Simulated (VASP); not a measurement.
# Tb3YPb in VASP: a series of runs

Tb3YPb is run at these levels: PBE; tasks: single point.

Program: VASP 6.6.1. These are calculated values, not measurements. Logs are shortened: lines on timing, memory, paths and dates and some standing lists are left out, and cuts for length are marked.

## 1. The cell of the first run

It takes space group P6/mmm (No. 191, hexagonal). Conventional cell: a = 6.454 Å, b = 6.454 Å, c = 5.856 Å, α = 90.00°, β = 90.00°, γ = 120.00°. Tb (site symmetry mmm) has 4 Tb at 3.23 Å and 2 Pb at 3.23 Å and 4 Y at 4.36 Å within 4.4 Å. Y (site symmetry 6/mmm) has 2 Pb at 2.93 Å within 3.9 Å. Within 3.9 Å of Pb (site symmetry 6/mmm) lie 2 Y at 2.93 Å and 6 Tb at 3.23 Å.

The cell was built from a structure type or drawn by symmetry, and may not be a known phase.

## 2. Single point, PBE

Input file INCAR:

```
PREC = Accurate
ENCUT = 500
EDIFF = 1E-6
ISMEAR = 0
SIGMA = 0.2
LREAL = F
LASPH = T
NELM = 200
ALGO = Normal
ISIF = 2
LWAVE = F
LCHARG = F
GGA = PE
NBANDS = 34
GGA_COMPAT = F
LMAXMIX = 6
```

Input file KPOINTS:

```
regular mesh
0
Gamma
  4 4 3
```

Input file POSCAR:

```
Tb3YPb
1.0
    6.4542984335      0.0000000000      0.0000000000
   -3.2271492167      5.5895864070      0.0000000000
    0.0000000000      0.0000000000      5.8557161671
Tb Y Pb
3 1 1
Direct
    0.5000000000      0.0000000000      0.5000000000
    0.0000000000      0.5000000000      0.5000000000
    0.5000000000      0.5000000000      0.5000000000
    0.0000000000      0.0000000000      0.0000000000
    0.0000000000      0.0000000000      0.5000000000
```

Potentials or basis: VASP PAW PBE potentials, release 64 (Tb_3, Y_sv, Pb_d), 4f in core.

The run is started by

```bash
$ cat potpaw_PBE.64/Tb_3/POTCAR potpaw_PBE.64/Y_sv/POTCAR potpaw_PBE.64/Pb_d/POTCAR > POTCAR
$ mpirun -np 1 vasp_std > vasp.out
```

OUTCAR:

```text
PREC = Accurate
   ENCUT = 500
   EDIFF = 1E-6
   ISMEAR = 0
   LREAL = F
   LASPH = T
   NELM = 200
   ISIF = 2
   GGA = PE

 ion  position               nearest neighbor table
   1  0.500  0.000  0.500-   3 3.23   3 3.23   5 3.23   5 3.23   2 3.23   2 3.23
   2  0.000  0.500  0.500-   5 3.23   5 3.23   3 3.23   3 3.23   1 3.23   1 3.23
   3  0.500  0.500  0.500-   1 3.23   1 3.23   2 3.23   2 3.23   5 3.23   5 3.23
   4  0.000  0.000  0.000-   5 2.93   5 2.93
   5  0.000  0.000  0.500-   4 2.93   4 2.93   2 3.23   2 3.23   1 3.23   1 3.23   3 3.23   3 3.23

  LATTYP: Found a hexagonal cell.
 ALAT       =     6.4542984335
 C/A-ratio  =     0.9072583531

  Lattice vectors:

 A1 = (   6.4542984335,   0.0000000000,   0.0000000000)
 A2 = (  -3.2271492167,   5.5895864070,   0.0000000000)
 A3 = (   0.0000000000,   0.0000000000,   5.8557161671)

Analysis of symmetry for initial positions (statically):
=====================================================================
 Subroutine PRICEL returns:
 Original cell was already a primitive cell.

 Routine SETGRP: Setting up the symmetry group for a
 hexagonal supercell.

 Subroutine GETGRP returns: Found 24 space group operations
 (whereof 24 operations were pure point group operations)
 out of a pool of 24 trial point group operations.

The static configuration has the point symmetry D_6h.

Analysis of symmetry for dynamics (positions and initial velocities):
=====================================================================
 Subroutine PRICEL returns:
 Original cell was already a primitive cell.

 Routine SETGRP: Setting up the symmetry group for a
 hexagonal supercell.

 Subroutine GETGRP returns: Found 24 space group operations
 (whereof 24 operations were pure point group operations)
 out of a pool of 24 trial point group operations.

The dynamic configuration has the point symmetry D_6h.

 Subroutine INISYM returns: Found 24 space group operations
 (whereof 24 operations are pure point group operations),
 and found     1 'primitive' translations

----------------------------------------------------------------------------------------

                                     Primitive cell

  volume of cell :     211.2558

  direct lattice vectors                    reciprocal lattice vectors
     6.454298433  0.000000000  0.000000000     0.154935507  0.089452057  0.000000000
    -3.227149217  5.589586407  0.000000000     0.000000000  0.178904113  0.000000000
     0.000000000  0.000000000  5.855716167     0.000000000  0.000000000  0.170773304

  length of vectors
     6.454298433  6.454298433  5.855716167     0.178904113  0.178904113  0.170773304

  position of ions in fractional coordinates (direct lattice)
     0.500000000  0.000000000  0.500000000
     0.000000000  0.500000000  0.500000000
     0.500000000  0.500000000  0.500000000
     0.000000000  0.000000000  0.000000000
     0.000000000  0.000000000  0.500000000

  ion indices of the primitive-cell ions
   primitive index   ion index
                 1           1
                 2           2
                 3           3
                 4           4
                 5           5

----------------------------------------------------------------------------------------

 KPOINTS: regular mesh

Automatic generation of k-mesh.
 Grid dimensions read from file:
 generate k-points for:    4    4    3

 Generating k-lattice:

  Cartesian coordinates                     Fractional coordinates (reciprocal lattice)
     0.038733877  0.022363014  0.000000000     0.250000000  0.000000000  0.000000000
     0.000000000  0.044726028  0.000000000     0.000000000  0.250000000  0.000000000
     0.000000000  0.000000000  0.056924435     0.000000000  0.000000000  0.333333333

  Length of vectors
     0.044726028  0.044726028  0.056924435

  Shift w.r.t. Gamma in fractional coordinates (k-lattice)
     0.000000000  0.000000000  0.000000000

 Subroutine IBZKPT returns following result:
 ===========================================

 Found      8 irreducible k-points:

 Following reciprocal coordinates:
            Coordinates               Weight
  0.000000  0.000000  0.000000      1.000000
  0.250000  0.000000  0.000000      6.000000
  0.500000  0.000000  0.000000      3.000000
  0.250000  0.250000  0.000000      6.000000
  0.000000  0.000000  0.333333      2.000000
  0.250000  0.000000  0.333333     12.000000
  0.500000  0.000000  0.333333      6.000000
  0.250000  0.250000  0.333333     12.000000
   k-points           NKPTS =      8   k-points in BZ     NKDIM =      8   number of bands    NBANDS=     34
   number of dos      NEDOS =    301   number of ions     NIONS =      5
   total plane-waves  NPLWV = 110592
   dimension x,y,z NGX =    48 NGY =   48 NGZ =   48
   dimension x,y,z NGXF=    96 NGYF=   96 NGZF=   96
   ions per type =               3   1   1
   NGX,Y,Z   is equivalent  to a cutoff of  12.36, 12.36, 13.63 a.u.
   NGXF,Y,Z  is equivalent  to a cutoff of  24.73, 24.73, 27.25 a.u.
 SYSTEM =  unknown system
   PREC   = accura    normal or accurate (medium, high low for compatibility)
   ISTART =      0    job   : 0-new  1-cont  2-samecut
   ICHARG =      2    charge: 1-file 2-atom 10-const
   ISPIN  =      1    spin polarized calculation?
   LNONCOLLINEAR =      F non collinear calculations
   LSORBIT =      F    spin-orbit coupling
   LASPH  =      T    aspherical Exc in radial PAW
   ENCUT  =  500.0 eV  36.75 Ry    6.06 a.u.  11.77 11.77 10.68*2*pi/ulx,y,z
   NELM   =    200;   NELMIN=  2; NELMDL= -5     # of ELM steps
   EDIFF  = 0.1E-05   stopping-criterion for ELM
   LREAL  =      F    real-space projection
   EDIFFG = 0.1E-04   stopping-criterion for IOM
   NSW    =      0    number of steps for IOM
   IBRION =     -1    ionic relax: 0-MD 1-quasi-New 2-CG
   NFREE  =      0    steps in history (QN), initial steepest desc. (CG)
   ISIF   =      2    stress and relaxation
   ISYM   =      2    0-nonsym 1-usesym 2-fastsym
   POTIM  = 0.5000    time-step for ionic-motion
   TEBEG  =    0.0;   TEEND  =   0.0 temperature during run
   PSTRESS=    0.0 pullay stress
   NELECT =      52.0000    total number of electrons
   NUPDOWN=      -1.0000    fix difference up-down
   EMIN   =  10.00;   EMAX   =-10.00  energy-range for DOS
   EFERMI =   0.00;   METHOD = LEGACY
   ISMEAR =     0;   SIGMA  =   0.20  broadening in eV -4-tet -1-fermi 0-gaus
   EFERMI_NEDOS =   21; number of points for ismear=-14 and -15
   IALGO  =     38    algorithm
   IMIX   =      4    mixing-type and parameters
     AMIX     =   0.40;   BMIX     =  1.00
     AMIX_MAG =   1.60;   BMIX_MAG =  1.00
  volume/ion in A,a.u.               =      42.25       285.12
  Fermi-wavevector in a.u.,A,eV,Ry     =   1.025982  1.938825 14.322021  1.052639
  Thomas-Fermi vector in A             =   2.159851
   LORBIT       =      0    0 simple, 1 ext, 2 COOP (PROOUT), +10 PAW based schemes
   GGA     = PE    functional components
   LHFCALC =     F    Hartree Fock is set to
   AEXX    =    0.0000 exact exchange contribution
   IVDW    =     0    specifies the selected vdW correction
   LEPSILON=     F    determine dielectric tensor
   LRPA    =     F    only Hartree local field effects (RPA)
 non-spin polarized calculation
 Gauss-broadening in eV      SIGMA  =   0.20
  energy-cutoff  :      500.00
  volume of cell :      211.26
 maximum number of plane-waves:      5386
 NGX is ok and might be reduce to    48
   NGX = 23   NGY = 23   NGZ = 21

 number of electron      52.0000000 magnetization

 Free energy of the ion-electron system (eV)
  ---------------------------------------------------
  ext. energy  EPLUGINS =         0.00000000
  ---------------------------------------------------
  free energy    TOTEN  =       -20.87388176 eV

  energy without entropy =      -20.70612841  energy(sigma->0) =      -20.79000509

 E-fermi :   2.3222     XC(G=0):  -8.3841

 val. band max:        2.2391381980   @ k =   0.0000   0.0000   0.3333
 cond. band min:       2.3547757425   @ k =   0.2500   0.0000   0.3333
 fundamental gap:      0.1156375445
 Fermi energy:         2.3221674376

 k-point     1 :       0.0000    0.0000    0.0000
  band No.  band energies     occupation
      1     -41.7085      2.00000
      2     -21.6910      2.00000
      3     -21.6910      2.00000
      4     -21.5975      2.00000
      5     -21.2605      2.00000
      6     -20.9750      2.00000
[... 26 lines left out ...]
     33       4.8021      0.00000
     34       5.0064      0.00000

 k-point     2 :       0.2500    0.0000    0.0000
  band No.  band energies     occupation
      1     -41.7085      2.00000
      2     -21.6908      2.00000
      3     -21.6906      2.00000
      4     -21.5971      2.00000
      5     -21.1512      2.00000
      6     -20.9486      2.00000
[... 26 lines left out ...]
     33       4.4631      0.00000
     34       4.8038      0.00000

 k-point     3 :       0.5000    0.0000    0.0000
  band No.  band energies     occupation
      1     -41.7085      2.00000
      2     -21.6906      2.00000
      3     -21.6902      2.00000
      4     -21.5967      2.00000
      5     -21.0730      2.00000
      6     -20.7503      2.00000
[... 26 lines left out ...]
     33       3.8287      0.00000
     34       4.2167      0.00000

 k-point     4 :       0.2500    0.2500    0.0000
  band No.  band energies     occupation
      1     -41.7085      2.00000
      2     -21.6905      2.00000
      3     -21.6903      2.00000
      4     -21.5967      2.00000
      5     -20.9892      2.00000
      6     -20.9269      2.00000
[... 26 lines left out ...]
     33       3.7311      0.00000
     34       4.1088      0.00000

 k-point     5 :       0.0000    0.0000    0.3333
  band No.  band energies     occupation
      1     -41.7081      2.00000
      2     -21.6912      2.00000
      3     -21.6912      2.00000
      4     -21.6297      2.00000
      5     -21.2604      2.00000
      6     -20.9758      2.00000
[... 26 lines left out ...]
     33       4.9580      0.00000
     34       5.0928      0.00000

 k-point     6 :       0.2500    0.0000    0.3333
  band No.  band energies     occupation
      1     -41.7081      2.00000
      2     -21.6915      2.00000
      3     -21.6913      2.00000
      4     -21.6303      2.00000
      5     -21.1511      2.00000
      6     -20.9483      2.00000
[... 26 lines left out ...]
     33       4.1789      0.00000
     34       4.6607      0.00000

 k-point     7 :       0.5000    0.0000    0.3333
  band No.  band energies     occupation
      1     -41.7081      2.00000
      2     -21.6917      2.00000
      3     -21.6913      2.00000
      4     -21.6309      2.00000
      5     -21.0721      2.00000
      6     -20.7503      2.00000
[... 26 lines left out ...]
     33       3.8029      0.00000
     34       4.1824      0.00000

 k-point     8 :       0.2500    0.2500    0.3333
  band No.  band energies     occupation
      1     -41.7081      2.00000
      2     -21.6916      2.00000
      3     -21.6914      2.00000
      4     -21.6308      2.00000
      5     -20.9892      2.00000
      6     -20.9256      2.00000
[... 26 lines left out ...]
     33       3.8751      0.00000
     34       4.0409      0.00000

------------------------ aborting loop because EDIFF is reached ----------------------------------------

  FORCE on cell =-STRESS in cart. coord.  units (eV):
  Direction    XX          YY          ZZ          XY          YZ          ZX
  --------------------------------------------------------------------------------------
  -------------------------------------------------------------------------------------
  Total        0.6331578      0.6331578     -0.1808490      0.0000000     -0.0000000      0.0000000
  in kB        4.8019078      4.8019078     -1.3715699      0.0000000     -0.0000000      0.0000000
  external PRESSURE =       2.7440819 kB  Pullay stress =       0.0000000 kB

 VOLUME and BASIS-vectors are now :
 -----------------------------------------------------------------------------
  energy-cutoff  :      500.00
  volume of cell :      211.26
      direct lattice vectors                 reciprocal lattice vectors
     6.454298433  0.000000000  0.000000000     0.154935507  0.089452057  0.000000000
    -3.227149217  5.589586407  0.000000000     0.000000000  0.178904113  0.000000000
     0.000000000  0.000000000  5.855716167     0.000000000  0.000000000  0.170773304

 POSITION                                       TOTAL-FORCE (eV/Angst)
 -----------------------------------------------------------------------------------
      3.22715      0.00000      2.92786         0.000000      0.000000      0.000000
     -1.61357      2.79479      2.92786         0.000000      0.000000      0.000000
      1.61357      2.79479      2.92786        -0.000000      0.000000      0.000000
      0.00000      0.00000      0.00000         0.000000      0.000000      0.000000
      0.00000      0.00000      2.92786         0.000000      0.000000      0.000000
 -----------------------------------------------------------------------------------
    total drift:                                0.000000     -0.000000     -0.000000

  FREE ENERGIE OF THE ION-ELECTRON SYSTEM (eV)
  ---------------------------------------------------
  free  energy   TOTEN  =       -20.8738817648 eV

  energy  without entropy=      -20.7061284130  energy(sigma->0) =      -20.79000509
```

It took 91 s on 1 thread of Intel Xeon Platinum 8488C (Sapphire Rapids), shared host; peak memory 0.36 GiB.

What came out:

```
Free energy            : -20.8739 eV
Pressure               : 0.3 GPa
Band gap on the k mesh : zero (bands 26 and 27 overlap by 0.75 eV)
```

Stress tensor (GPa, compression positive):
```
 0.48  0.00  0.00
 0.00  0.48  0.00
 0.00  0.00 -0.14
```

Levels at points of the mesh, in eV from the Fermi level:
| k point | band 21 | band 22 | band 23 | band 24 | band 25 | band 26 | band 27 | band 28 | band 29 | band 30 |
| --- | --- | --- | --- | --- | --- | --- | --- | --- | --- | --- |
| (0.00, 0.00, 0.00) | -1.21 | -0.95 | -0.95 | -0.94 | -0.94 | -0.87 | -0.39 | -0.36 | -0.36 | 0.78 |
| (0.50, 0.00, 0.00) | -2.09 | -1.48 | -1.08 | -1.02 | -0.12 | 0.07 | 0.21 | 0.25 | 0.68 | 0.84 |

Caveat: spin-orbit coupling is left out, which moves the levels of the heavy elements; the 4f electrons are frozen in the core, so they carry no moment and show no levels. Spin polarisation is off, so any magnetic state and its effect on volume and gap are missing.

[end of part 1 of 2]
